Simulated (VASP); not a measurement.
# Ti (Im-3m) in VASP: a series of runs

The runs below take Ti through single point, with PBEsol.

Everything below comes from runs of VASP 6.6.1. Logs are shortened: lines on timing, memory, paths and dates and some standing lists are left out, and cuts for length are marked.

### 1 The cell of the first run

Symmetry: Im-3m, No. 229, cubic system. The conventional cell has a = 2.382 Å, b = 2.382 Å, c = 2.382 Å, α = 90.00°, β = 90.00°, γ = 90.00°. Within 2.7 Å of Ti (site symmetry m-3m) lie 14 Ti at 2.06 to 2.38 Å.

This isn't the form of Ti at room conditions, which is hcp.

### 2 Single point, PBEsol

Input file INCAR:

```
  PREC = Accurate
  ENCUT = 520
  EDIFF = 1E-7
  ISMEAR = -1
  SIGMA = 0.1
  LREAL = False
  LASPH = True
  NELM = 100
  ALGO = Normal
  ISIF = 2
  LWAVE = False
  LCHARG = True
  GGA = PS
  LELF = True
  LVHAR = True
  NBANDS = 12
```

Input file KPOINTS:

```
Automatic mesh
0
Gamma
  22 22 22
```

Input file POSCAR:

```
Ti
1.0
   -1.1907898410      1.1907898410      1.1907898410
    1.1907898410     -1.1907898410      1.1907898410
    1.1907898410      1.1907898410     -1.1907898410
Ti
1
Direct
    0.0000000000      0.0000000000      0.0000000000
```

Potentials or basis: VASP PAW PBE potentials, release 64 (Ti_sv).

Started as:

```
cat potpaw_PBE.64/Ti_sv/POTCAR > POTCAR
mpirun -np 1 vasp_std > vasp.out
```

OUTCAR:

```text
PREC = Accurate
   ENCUT = 520
   EDIFF = 1E-7
   ISMEAR = -1
   LREAL = False
   LASPH = True
   NELM = 100
   ISIF = 2
   GGA = PS

 ion  position               nearest neighbor table
   1  0.000  0.000  0.000-

  LATTYP: Found a body centered cubic cell.
 ALAT       =     2.3815796820

  Lattice vectors:

 A1 = (  -1.1907898410,   1.1907898410,   1.1907898410)
 A2 = (   1.1907898410,  -1.1907898410,   1.1907898410)
 A3 = (   1.1907898410,   1.1907898410,  -1.1907898410)

Analysis of symmetry for initial positions (statically):
=====================================================================
 Subroutine PRICEL returns:
 Original cell was already a primitive cell.

 Routine SETGRP: Setting up the symmetry group for a
 body centered cubic supercell.

 Subroutine GETGRP returns: Found 48 space group operations
 (whereof 48 operations were pure point group operations)
 out of a pool of 48 trial point group operations.

The static configuration has the point symmetry O_h .

Analysis of symmetry for dynamics (positions and initial velocities):
=====================================================================
 Subroutine PRICEL returns:
 Original cell was already a primitive cell.

 Routine SETGRP: Setting up the symmetry group for a
 body centered cubic supercell.

 Subroutine GETGRP returns: Found 48 space group operations
 (whereof 48 operations were pure point group operations)
 out of a pool of 48 trial point group operations.

The dynamic configuration has the point symmetry O_h .

 Subroutine INISYM returns: Found 48 space group operations
 (whereof 48 operations are pure point group operations),
 and found     1 'primitive' translations

----------------------------------------------------------------------------------------

                                     Primitive cell

  volume of cell :       6.7541

  direct lattice vectors                    reciprocal lattice vectors
    -1.190789841  1.190789841  1.190789841     0.000000000  0.419889373  0.419889373
     1.190789841 -1.190789841  1.190789841     0.419889373  0.000000000  0.419889373
     1.190789841  1.190789841 -1.190789841     0.419889373  0.419889373  0.000000000

  length of vectors
     2.062508506  2.062508506  2.062508506     0.593813246  0.593813246  0.593813246

  position of ions in fractional coordinates (direct lattice)
     0.000000000  0.000000000  0.000000000
[... 75 lines left out ...]
   NELM   =    100;   NELMIN=  2; NELMDL= -5     # of ELM steps
   EDIFF  = 0.1E-06   stopping-criterion for ELM
   LREAL  =      F    real-space projection
   EDIFFG = 0.1E-05   stopping-criterion for IOM
   NSW    =      0    number of steps for IOM
   IBRION =     -1    ionic relax: 0-MD 1-quasi-New 2-CG
   NFREE  =      0    steps in history (QN), initial steepest desc. (CG)
   ISIF   =      2    stress and relaxation
   ISYM   =      2    0-nonsym 1-usesym 2-fastsym
   POTIM  = 0.5000    time-step for ionic-motion
   TEBEG  =    0.0;   TEEND  =   0.0 temperature during run
   PSTRESS=    0.0 pullay stress
   NELECT =      12.0000    total number of electrons
   NUPDOWN=      -1.0000    fix difference up-down
   EMIN   =  10.00;   EMAX   =-10.00  energy-range for DOS
   EFERMI =   0.00;   METHOD = LEGACY
   ISMEAR =    -1;   SIGMA  =   0.10  broadening in eV -4-tet -1-fermi 0-gaus
   EFERMI_NEDOS =   21; number of points for ismear=-14 and -15
   IALGO  =     38    algorithm
   IMIX   =      4    mixing-type and parameters
     AMIX     =   0.40;   BMIX     =  1.00
     AMIX_MAG =   1.60;   BMIX_MAG =  1.00
  volume/ion in A,a.u.               =       6.75        45.58
  Fermi-wavevector in a.u.,A,eV,Ry     =   1.982806  3.746959 53.491548  3.931518
  Thomas-Fermi vector in A             =   3.002576
   LORBIT       =      0    0 simple, 1 ext, 2 COOP (PROOUT), +10 PAW based schemes
   GGA     = PS    functional components
   LHFCALC =     F    Hartree Fock is set to
   AEXX    =    0.0000 exact exchange contribution
   IVDW    =     0    specifies the selected vdW correction
   LEPSILON=     F    determine dielectric tensor
   LRPA    =     F    only Hartree local field effects (RPA)
 non-spin polarized calculation
  energy-cutoff  :      520.00
  volume of cell :        6.75
 maximum number of plane-waves:       191
   NGX =  7   NGY =  7   NGZ =  7

 number of electron      11.9999995 magnetization

 Free energy of the ion-electron system (eV)
  ---------------------------------------------------
  ext. energy  EPLUGINS =         0.00000000
  ---------------------------------------------------
  free energy    TOTEN  =        -1.96440829 eV

  energy without entropy =       -1.95104915  energy(sigma->0) =       -1.95772872

 E-fermi :  22.3630     XC(G=0): -17.0363

 val. band max:       22.3542571137   @ k =  -0.4545  -0.4545   0.1364
 cond. band min:      22.3642075886   @ k =  -0.3636  -0.4545   0.1818
 fundamental gap:      0.0099504749
 Fermi energy:        22.3630366419

 k-point     1 :       0.0000    0.0000    0.0000
  band No.  band energies     occupation
      1     -35.9390      2.00000
      2      -6.1078      2.00000
      3      -6.1078      2.00000
      4      -6.1078      2.00000
      5      19.0323      2.00000
      6      23.0788      0.00156
      7      23.0788      0.00156
      8      23.0788      0.00156
      9      28.0280      0.00000
     10      28.0280      0.00000
     11      46.9383      0.00000
     12      46.9383      0.00000
[... 331 lines left out ...]
 k-point    24 :       0.1364    0.0909    0.0000
  band No.  band energies     occupation
      1     -35.0048      2.00000
      2      -9.0304      2.00000
      3      -6.8973      2.00000
      4      -6.3936      2.00000
      5      20.5851      2.00000
      6      21.7055      1.99722
      7      22.8444      0.01610
      8      26.4824      0.00000
      9      26.8716      0.00000
     10      28.6099      0.00000
     11      48.7914      0.00000
     12      50.3989      0.00000

 [... further k-points ...]
[... 5 lines left out ...]
  --------------------------------------------------------------------------------------
  -------------------------------------------------------------------------------------
  Total       16.8055361     16.8055361     16.8055361      0.0000000      0.0000000     -0.0000000
  in kB     3986.5535207   3986.5535207   3986.5535207      0.0000000      0.0000000     -0.0000000
  external PRESSURE =    3986.5535207 kB  Pullay stress =       0.0000000 kB

 VOLUME and BASIS-vectors are now :
 -----------------------------------------------------------------------------
  energy-cutoff  :      520.00
  volume of cell :        6.75
      direct lattice vectors                 reciprocal lattice vectors
    -1.190789841  1.190789841  1.190789841     0.000000000  0.419889373  0.419889373
     1.190789841 -1.190789841  1.190789841     0.419889373  0.000000000  0.419889373
     1.190789841  1.190789841 -1.190789841     0.419889373  0.419889373  0.000000000

 POSITION                                       TOTAL-FORCE (eV/Angst)
 -----------------------------------------------------------------------------------
      0.00000      0.00000      0.00000         0.000000      0.000000      0.000000
 -----------------------------------------------------------------------------------
    total drift:                               -0.000000      0.000000      0.000000

  FREE ENERGIE OF THE ION-ELECTRON SYSTEM (eV)
  ---------------------------------------------------
  free  energy   TOTEN  =        -1.9644082855 eV

  energy  without entropy=       -1.9510491500  energy(sigma->0) =       -1.95772872
```

stdout:

```text
POSCAR found type information on POSCAR Ti
 POSCAR found :  1 types and       1 ions
 scaLAPACK will be used
 -----------------------------------------------------------------------------
|                                                                             |
|                                                                             |
|     You enforced a specific xc type in the INCAR file but a different       |
|     I HOPE YOU KNOW WHAT YOU ARE DOING!                                     |
|                                                                             |
 -----------------------------------------------------------------------------

 LDA part: xc-table for (Slater+PW92), standard interpolation
 POSCAR, INCAR and KPOINTS ok, starting setup
 FFT: planning ... GRIDC
 FFT: planning ... GRID_SOFT
 FFT: planning ... GRID
 WAVECAR not read
 entering main loop
```

It took 25 s on 1 thread of Intel Xeon 8259CL, shared host; peak memory 0.14 GiB.

What came out:

```yaml
Free_energy: -1.9644 eV
Pressure: 398.7 GPa
Band_gap_on_the_k_mesh: zero (bands 6 and 7 overlap by 2.49 eV)
```

Levels at points of the mesh, in eV from the Fermi level:
| k point | band 3 | band 4 | band 5 | band 6 | band 7 | band 8 | band 9 | band 10 |
| --- | --- | --- | --- | --- | --- | --- | --- | --- |
| (0.00, 0.00, 0.00) | -28.47 | -28.47 | -3.33 | 0.72 | 0.72 | 0.72 | 5.66 | 5.66 |
| (0.50, 0.00, 0.00) | -30.77 | -28.76 | -6.26 | -3.58 | 6.52 | 7.30 | 10.80 | 11.57 |
| (0.50, 0.50, 0.50) | -33.63 | -33.63 | -8.69 | -8.69 | 10.22 | 10.22 | 10.22 | 22.25 |

Caveat: atoms lie so close that the PAW spheres overlap strongly, which falsifies energies and pressures; the cell stands under pressure; the PAW data sets were made with another functional, which shifts forces and pressure a little.

### 3 Single point, PBEsol

This run uses another cell than the first one, of 6.77 Å³/atom.

Input file INCAR:

```
PREC     = Accurate       # precision mode
ENCUT    = 520            # plane-wave cutoff, eV
EDIFF    = 1E-6           # SCF threshold, eV
ISMEAR   = -1             # smearing method
SIGMA    = 0.1            # smearing width, eV
LREAL    = False          # projectors in reciprocal space
LASPH    = True           # aspherical terms in the spheres
NELM     = 60             # most SCF steps
ALGO     = Normal         # electronic algorithm
ISIF     = 2              # what is computed and relaxed
LWAVE    = False          # write WAVECAR
LCHARG   = False          # write CHGCAR
GGA      = PS             # functional
NBANDS   = 12             # bands
```

Input file KPOINTS:

```
regular mesh
0
Gamma
  22 22 22
```

Input file POSCAR:

```
Ti
1.0
   -1.1916016226      1.1916016226      1.1916016226
    1.1916016226     -1.1916016226      1.1916016226
    1.1916016226      1.1916016226     -1.1916016226
Ti
1
Direct
    0.0000000000      0.0000000000      0.0000000000
```

Potentials or basis: VASP PAW PBE potentials, release 64 (Ti_sv).

Started as:

```
cat potpaw_PBE.64/Ti_sv/POTCAR > POTCAR
mpirun -np 1 vasp_std > vasp.out
```

Wall time 23 s (1 thread of Intel Xeon 8259CL, shared host); peak memory 0.13 GiB.

It converged, with:

```
Free energy            : -1.9987 eV
Pressure               : 396.5 GPa
Band gap on the k mesh : zero (bands 6 and 7 overlap by 2.48 eV)
```

Levels at points of the mesh, in eV from the Fermi level:
```tsv
k point	band 3	band 4	band 5	band 6	band 7	band 8	band 9	band 10
(0.00, 0.00, 0.00)	-28.48	-28.48	-3.36	0.72	0.72	0.72	5.66	5.66
(0.50, 0.00, 0.00)	-30.78	-28.77	-6.25	-3.56	6.51	7.29	10.75	11.55
(0.50, 0.50, 0.50)	-33.62	-33.62	-8.66	-8.66	10.20	10.20	10.20	22.20
```

Caveat: atoms lie so close that the PAW spheres overlap strongly, which falsifies energies and pressures; the cell stands under pressure; the PAW data sets were made with another functional, which shifts forces and pressure a little.
